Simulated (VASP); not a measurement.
# CdS (P3m1) in VASP: a series of runs

CdS is run at these levels: r2SCAN; tasks: single point.

Everything below comes from runs of VASP 6.6.1. Logs are shortened: lines on timing, memory, paths and dates and some standing lists are left out, and cuts for length are marked.

## (1) The cell of the first run

Symmetry: P3m1, No. 156, trigonal system. The conventional cell has a = 4.204 Å, b = 4.204 Å, c = 5.726 Å, α = 90.00°, β = 90.00°, γ = 120.00°. Cd (site symmetry 3m) has 3 S at 2.43 Å within 3.2 Å. S (site symmetry 3m) has 3 Cd at 2.43 Å within 3.2 Å.

## (2) Single point, r2SCAN

File POSCAR:

```
CdS
1.0
    4.2035795619      0.0000000000      0.0000000000
   -2.1017897810      3.6404062239      0.0000000000
    0.0000000000      0.0000000000      5.7257286136
Cd S
1 1
Direct
    0.0000000000      0.0000000000      0.4426920000
    0.6666666667      0.3333333333      0.4343080000
```

File INCAR.step1:

```
PREC = Accurate
ENCUT = 700
ISMEAR = 0
SIGMA = 0.01
LREAL = False
LASPH = True
NELM = 120
NBANDS = 20
GGA = PE
ALGO = Normal
EDIFF = 1E-5
LWAVE = True
LCHARG = False
GGA_COMPAT = False
```

File INCAR.step2:

```
PREC = Accurate
ENCUT = 700
EDIFF = 1E-6
ISMEAR = 0
SIGMA = 0.01
LREAL = False
LASPH = True
NELM = 120
ALGO = Normal
ISIF = 2
LWAVE = False
LCHARG = False
METAGGA = R2SCAN
LMIXTAU = True
NBANDS = 20
ISTART = 1
GGA_COMPAT = False
```

File KPOINTS:

```
regular mesh
0
Gamma
  6 6 4
```

Potentials or basis: VASP PAW PBE potentials, release 64 (Cd_sv_GW, S).

Run with:

```console
> cat potpaw_PBE.64/Cd_sv_GW/POTCAR potpaw_PBE.64/S/POTCAR > POTCAR
> cp INCAR.step1 INCAR
> mpirun -np 1 vasp_std > vasp.out
> cp INCAR.step2 INCAR
> mpirun -np 1 vasp_std > vasp.out
```

OUTCAR:

```text
PREC = Accurate
   ENCUT = 700
   EDIFF = 1E-6
   ISMEAR = 0
   LREAL = False
   LASPH = True
   NELM = 120
   ISIF = 2
   METAGGA = R2SCAN
   ISTART = 1

 ion  position               nearest neighbor table
   1  0.000  0.000  0.443-   2 2.43   2 2.43   2 2.43
   2  0.667  0.333  0.434-   1 2.43   1 2.43   1 2.43

  LATTYP: Found a hexagonal cell.
 ALAT       =     4.2035795619
 C/A-ratio  =     1.3621078248

  Lattice vectors:

 A1 = (   4.2035795619,   0.0000000000,   0.0000000000)
 A2 = (  -2.1017897810,   3.6404062239,   0.0000000000)
 A3 = (   0.0000000000,   0.0000000000,   5.7257286136)

Analysis of symmetry for initial positions (statically):
=====================================================================
 Subroutine PRICEL returns:
 Original cell was already a primitive cell.

 Routine SETGRP: Setting up the symmetry group for a
 hexagonal supercell.

 Subroutine GETGRP returns: Found  6 space group operations
 (whereof  6 operations were pure point group operations)
 out of a pool of 24 trial point group operations.

The static configuration has the point symmetry C_3v.

Analysis of symmetry for dynamics (positions and initial velocities):
=====================================================================
 Subroutine PRICEL returns:
 Original cell was already a primitive cell.

 Routine SETGRP: Setting up the symmetry group for a
 hexagonal supercell.

 Subroutine GETGRP returns: Found  6 space group operations
 (whereof  6 operations were pure point group operations)
 out of a pool of 24 trial point group operations.

The dynamic configuration has the point symmetry C_3v.

 Subroutine INISYM returns: Found  6 space group operations
 (whereof  6 operations are pure point group operations),
 and found     1 'primitive' translations

----------------------------------------------------------------------------------------

                                     Primitive cell

  volume of cell :      87.6193

  direct lattice vectors                    reciprocal lattice vectors
     4.203579562  0.000000000  0.000000000     0.237892488  0.137347309  0.000000000
    -2.101789781  3.640406224  0.000000000     0.000000000  0.274694619  0.000000000
     0.000000000  0.000000000  5.725728614     0.000000000  0.000000000  0.174650262

  length of vectors
     4.203579562  4.203579160  5.725728614     0.274694593  0.274694619  0.174650262

  position of ions in fractional coordinates (direct lattice)
     0.000000000  0.000000000  0.442692000
     0.666666667  0.333333333  0.434308000

  ion indices of the primitive-cell ions
   primitive index   ion index
                 1           1
                 2           2

----------------------------------------------------------------------------------------

 KPOINTS: regular mesh

Automatic generation of k-mesh.
 Grid dimensions read from file:
 generate k-points for:    6    6    4

 Generating k-lattice:

  Cartesian coordinates                     Fractional coordinates (reciprocal lattice)
     0.039648748  0.022891218  0.000000000     0.166666667  0.000000000  0.000000000
     0.000000000  0.045782436  0.000000000     0.000000000  0.166666667  0.000000000
     0.000000000  0.000000000  0.043662565     0.000000000  0.000000000  0.250000000

  Length of vectors
     0.045782432  0.045782436  0.043662565

  Shift w.r.t. Gamma in fractional coordinates (k-lattice)
     0.000000000  0.000000000  0.000000000

 Subroutine IBZKPT returns following result:
 ===========================================

 Found     24 irreducible k-points:

 Following reciprocal coordinates:
            Coordinates               Weight
  0.000000  0.000000  0.000000      1.000000
  0.166667  0.000000  0.000000      6.000000
  0.333333  0.000000  0.000000      6.000000
  0.500000  0.000000  0.000000      3.000000
  0.166667  0.166667  0.000000      6.000000
  0.333333  0.166667  0.000000     12.000000
[... 16 lines left out ...]
  0.333333  0.166667  0.500000     12.000000
  0.333333  0.333333  0.500000      2.000000
   k-points           NKPTS =     24   k-points in BZ     NKDIM =     24   number of bands    NBANDS=     20
   number of dos      NEDOS =    301   number of ions     NIONS =      2
   total plane-waves  NPLWV =  64800
   dimension x,y,z NGX =    36 NGY =   36 NGZ =   50
   dimension x,y,z NGXF=    72 NGYF=   72 NGZF=  100
   ions per type =               1   1
   NGX,Y,Z   is equivalent  to a cutoff of  14.24, 14.24, 14.52 a.u.
   NGXF,Y,Z  is equivalent  to a cutoff of  28.48, 28.48, 29.03 a.u.
 SYSTEM =  unknown system
   PREC   = accura    normal or accurate (medium, high low for compatibility)
   ISTART =      1    job   : 0-new  1-cont  2-samecut
   ICHARG =      0    charge: 1-file 2-atom 10-const
   ISPIN  =      1    spin polarized calculation?
   LNONCOLLINEAR =      F non collinear calculations
   LSORBIT =      F    spin-orbit coupling
   LASPH  =      T    aspherical Exc in radial PAW
   ENCUT  =  700.0 eV  51.45 Ry    7.17 a.u.   9.07  9.07 12.35*2*pi/ulx,y,z
   NELM   =    120;   NELMIN=  2; NELMDL=  0     # of ELM steps
   EDIFF  = 0.1E-05   stopping-criterion for ELM
   LREAL  =      F    real-space projection
   EDIFFG = 0.1E-04   stopping-criterion for IOM
   NSW    =      0    number of steps for IOM
   IBRION =     -1    ionic relax: 0-MD 1-quasi-New 2-CG
   NFREE  =      0    steps in history (QN), initial steepest desc. (CG)
   ISIF   =      2    stress and relaxation
   ISYM   =      2    0-nonsym 1-usesym 2-fastsym
   POTIM  = 0.5000    time-step for ionic-motion
   TEBEG  =    0.0;   TEEND  =   0.0 temperature during run
   PSTRESS=    0.0 pullay stress
   NELECT =      26.0000    total number of electrons
   NUPDOWN=      -1.0000    fix difference up-down
   EMIN   =  10.00;   EMAX   =-10.00  energy-range for DOS
   EFERMI =   0.00;   METHOD = LEGACY
   ISMEAR =     0;   SIGMA  =   0.01  broadening in eV -4-tet -1-fermi 0-gaus
   EFERMI_NEDOS =   21; number of points for ismear=-14 and -15
   IALGO  =     38    algorithm
   IMIX   =      4    mixing-type and parameters
     AMIX     =   0.40;   BMIX     =  1.00
     AMIX_MAG =   1.60;   BMIX_MAG =  1.00
  volume/ion in A,a.u.               =      43.81       295.64
  Fermi-wavevector in a.u.,A,eV,Ry     =   1.091941  2.063470 16.222716  1.192336
  Thomas-Fermi vector in A             =   2.228197
   LORBIT       =      0    0 simple, 1 ext, 2 COOP (PROOUT), +10 PAW based schemes
   METAGGA = R2SCAN    functional components
   LHFCALC =     F    Hartree Fock is set to
   AEXX    =    0.0000 exact exchange contribution
   IVDW    =     0    specifies the selected vdW correction
   LEPSILON=     F    determine dielectric tensor
   LRPA    =     F    only Hartree local field effects (RPA)
 non-spin polarized calculation
 Gauss-broadening in eV      SIGMA  =   0.01
  energy-cutoff  :      700.00
  volume of cell :       87.62
 maximum number of plane-waves:      3720
   NGX = 19   NGY = 19   NGZ = 25

 number of electron      25.9999996 magnetization

 Free energy of the ion-electron system (eV)
  ---------------------------------------------------
  ext. energy  EPLUGINS =         0.00000000
  ---------------------------------------------------
  free energy    TOTEN  =       -29.09452342 eV

  energy without entropy =      -29.09452342  energy(sigma->0) =      -29.09452342

 E-fermi :  -0.9972     XC(G=0):  -6.6855

 val. band max:       -1.2350333726   @ k =   0.0000   0.0000   0.5000
 cond. band min:       0.7347433160   @ k =   0.0000   0.0000   0.0000
 fundamental gap:      1.9697766886
 Fermi energy:        -0.9971757396

 k-point     1 :       0.0000    0.0000    0.0000
  band No.  band energies     occupation
      1    -105.3914      2.00000
      2     -65.6147      2.00000
      3     -65.5134      2.00000
      4     -65.5134      2.00000
      5     -13.5791      2.00000
      6      -9.3120      2.00000
[... 12 lines left out ...]
     19      10.2874      0.00000
     20      10.9911      0.00000

 k-point     2 :       0.1667    0.0000    0.0000
  band No.  band energies     occupation
      1    -105.3914      2.00000
      2     -65.6147      2.00000
      3     -65.5135      2.00000
      4     -65.5134      2.00000
      5     -13.4876      2.00000
      6      -9.2642      2.00000
[... 12 lines left out ...]
     19      10.7391      0.00000
     20      11.0009      0.00000

 k-point     3 :       0.3333    0.0000    0.0000
  band No.  band energies     occupation
      1    -105.3914      2.00000
      2     -65.6147      2.00000
      3     -65.5137      2.00000
      4     -65.5135      2.00000
      5     -13.3028      2.00000
      6      -9.1019      2.00000
[... 12 lines left out ...]
     19       9.3531      0.00000
     20       9.9782      0.00000

 k-point     4 :       0.5000    0.0000    0.0000
  band No.  band energies     occupation
      1    -105.3914      2.00000
      2     -65.6147      2.00000
      3     -65.5138      2.00000
      4     -65.5135      2.00000
      5     -13.2103      2.00000
      6      -8.9800      2.00000
[... 12 lines left out ...]
     19       9.6793      0.00000
     20      10.1578      0.00000

 k-point     5 :       0.1667    0.1667    0.0000
  band No.  band energies     occupation
      1    -105.3914      2.00000
      2     -65.6147      2.00000
      3     -65.5136      2.00000
      4     -65.5135      2.00000
      5     -13.3491      2.00000
      6      -9.1892      2.00000
[... 12 lines left out ...]
     19       9.3042      0.00000
     20      10.3153      0.00000
[... 353 lines left out ...]
      6      -8.9780      2.00000
[... 12 lines left out ...]
     19       9.7502      0.00000
     20      10.2594      0.00000

 k-point    22 :       0.1667    0.1667    0.5000
  band No.  band energies     occupation
      1    -105.3914      2.00000
      2     -65.6147      2.00000
      3     -65.5136      2.00000
      4     -65.5134      2.00000
      5     -13.3457      2.00000
      6      -9.1888      2.00000
[... 12 lines left out ...]
     19       8.6413      0.00000
     20       9.4108      0.00000

 k-point    23 :       0.3333    0.1667    0.5000
  band No.  band energies     occupation
      1    -105.3914      2.00000
      2     -65.6147      2.00000
      3     -65.5138      2.00000
      4     -65.5135      2.00000
      5     -13.2075      2.00000
      6      -9.0591      2.00000
[... 12 lines left out ...]
     19       9.7908      0.00000
     20      10.0638      0.00000

 k-point    24 :       0.3333    0.3333    0.5000
  band No.  band energies     occupation
      1    -105.3914      2.00000
      2     -65.6147      2.00000
      3     -65.5137      2.00000
      4     -65.5136      2.00000
      5     -13.1618      2.00000
      6      -9.0177      2.00000
[... 12 lines left out ...]
     19       8.7654      0.00000
     20      10.1966      0.00000

------------------------ aborting loop because EDIFF is reached ----------------------------------------

  FORCE on cell =-STRESS in cart. coord.  units (eV):
  Direction    XX          YY          ZZ          XY          YZ          ZX
  --------------------------------------------------------------------------------------
  -------------------------------------------------------------------------------------
  Total        0.2986806      0.2986805     -0.0576862     -0.0000000      0.0000000     -0.0000000
  in kB        5.4615719      5.4615705     -1.0548309     -0.0000000      0.0000000     -0.0000000
  external PRESSURE =       3.2894372 kB  Pullay stress =       0.0000000 kB

 VOLUME and BASIS-vectors are now :
 -----------------------------------------------------------------------------
  energy-cutoff  :      700.00
  volume of cell :       87.62
      direct lattice vectors                 reciprocal lattice vectors
     4.203579562  0.000000000  0.000000000     0.237892488  0.137347309  0.000000000
    -2.101789781  3.640406224  0.000000000     0.000000000  0.274694619  0.000000000
     0.000000000  0.000000000  5.725728614     0.000000000  0.000000000  0.174650262

 POSITION                                       TOTAL-FORCE (eV/Angst)
 -----------------------------------------------------------------------------------
      0.00000      0.00000      2.53473        -0.000000      0.000000     -0.004394
      2.10179      1.21347      2.48673         0.000000     -0.000000      0.004394
 -----------------------------------------------------------------------------------
    total drift:                               -0.000000      0.000012      0.000139

  FREE ENERGIE OF THE ION-ELECTRON SYSTEM (eV)
  ---------------------------------------------------
  free  energy   TOTEN  =       -29.0945234161 eV

  energy  without entropy=      -29.0945234161  energy(sigma->0) =      -29.09452342
```

Wall time 2.1 min (1 thread of Intel Xeon 6975P-C (Granite Rapids), shared host); peak memory 0.31 GiB.

Results:

| Property | Result |
| --- | --- |
| Free energy | -29.0945 eV |
| Pressure | 0.3 GPa |
| Largest force | 0.004 eV/Å |
| Band gap on the k mesh | 1.97 eV |

Forces on the atoms (eV/Å):
```
Cd   0.000  0.000 -0.004
S    0.000  0.000  0.004
```

Levels at points of the mesh, in eV from the valence-band top:
| k point | band 11 | band 12 | band 13 | band 14 | band 15 | band 16 |
| --- | --- | --- | --- | --- | --- | --- |
| (0.00, 0.00, 0.00) | -1.30 | 0.00 | 0.00 | 1.97 | 5.85 | 7.45 |
| (0.50, 0.00, 0.00) | -3.79 | -1.45 | -0.32 | 4.17 | 5.54 | 7.08 |
| (0.00, 0.00, 0.50) | -1.53 | 0.00 | 0.00 | 2.35 | 5.33 | 7.51 |
| (0.50, 0.00, 0.50) | -3.76 | -1.45 | -0.45 | 4.36 | 4.52 | 8.09 |

Caveat: the PAW data sets were made with another functional, which shifts forces and pressure a little.

## (3) Single point, r2SCAN

This run uses another cell than the first one.

File POSCAR:

```
CdS
1.0
    4.1741829389      0.0000000000      0.0000000000
   -2.0870914694      3.6149480049      0.0000000000
    0.0000000000      0.0000000000      5.6856872434
Cd S
1 1
Direct
    0.0000000000      0.0000000000      0.4426920000
    0.6666666667      0.3333333333      0.4343080000
```

File INCAR.step1:

```
PREC = Accurate
ENCUT = 700
ISMEAR = 0
SIGMA = 0.01
LREAL = F
LASPH = T
NELM = 120
NBANDS = 20
GGA = PE
ALGO = Normal
EDIFF = 1E-5
LWAVE = T
LCHARG = F
GGA_COMPAT = F
```

File INCAR.step2:

```
PREC = Accurate
ENCUT = 700
EDIFF = 1E-6
ISMEAR = 0
SIGMA = 0.01
LREAL = F
LASPH = T
NELM = 120
ALGO = Normal
ISIF = 2
LWAVE = F
LCHARG = F
METAGGA = R2SCAN
LMIXTAU = T
NBANDS = 20
ISTART = 1
GGA_COMPAT = F
```

KPOINTS is that of step 2.

Potentials or basis: VASP PAW PBE potentials, release 64 (Cd_sv_GW, S).

Run with:

```console
> cat potpaw_PBE.64/Cd_sv_GW/POTCAR potpaw_PBE.64/S/POTCAR > POTCAR
> cp INCAR.step1 INCAR
> mpirun -np 1 vasp_std > vasp.out
> cp INCAR.step2 INCAR
> mpirun -np 1 vasp_std > vasp.out
```

It took 2 min on 1 thread of Intel Xeon Platinum 8488C (Sapphire Rapids), shared host; peak memory 0.31 GiB.

The run converged. Its results:

* Free energy: -29.0865 eV
* Pressure: 1.1 GPa
* Band gap on the k mesh: 2.00 eV (least direct gap 2.00 eV)

Forces in eV/Å, atoms in the order of the input:
```
Cd   0.000  0.000  0.002
S    0.000  0.000 -0.002
```

Stress tensor (GPa, compression positive):
```
 1.63  0.00  0.00
 0.00  1.63  0.00
 0.00  0.00 -0.11
```

Levels at points of the mesh, in eV from the valence-band top:
| k point | band 9 | band 10 | band 11 | band 12 | band 13 | band 14 | band 15 | band 16 | band 17 | band 18 |
| --- | --- | --- | --- | --- | --- | --- | --- | --- | --- | --- |
| (0.00, 0.00, 0.00) | -7.52 | -7.29 | -1.39 | -0.01 | -0.01 | 2.00 | 5.82 | 7.45 | 7.45 | 7.68 |
| (0.50, 0.00, 0.00) | -7.54 | -7.08 | -3.89 | -1.52 | -0.38 | 4.20 | 5.52 | 7.08 | 7.75 | 10.74 |
| (0.00, 0.00, 0.50) | -7.53 | -7.28 | -1.64 | 0.00 | 0.00 | 2.41 | 5.31 | 7.52 | 7.52 | 9.78 |
| (0.50, 0.00, 0.50) | -7.54 | -7.08 | -3.86 | -1.51 | -0.51 | 4.38 | 4.48 | 8.08 | 8.75 | 10.51 |

Caveat: the PAW data sets were made with another functional, which shifts forces and pressure a little. A k mesh can miss the band edges.

(Continued in part 2 of 2.)
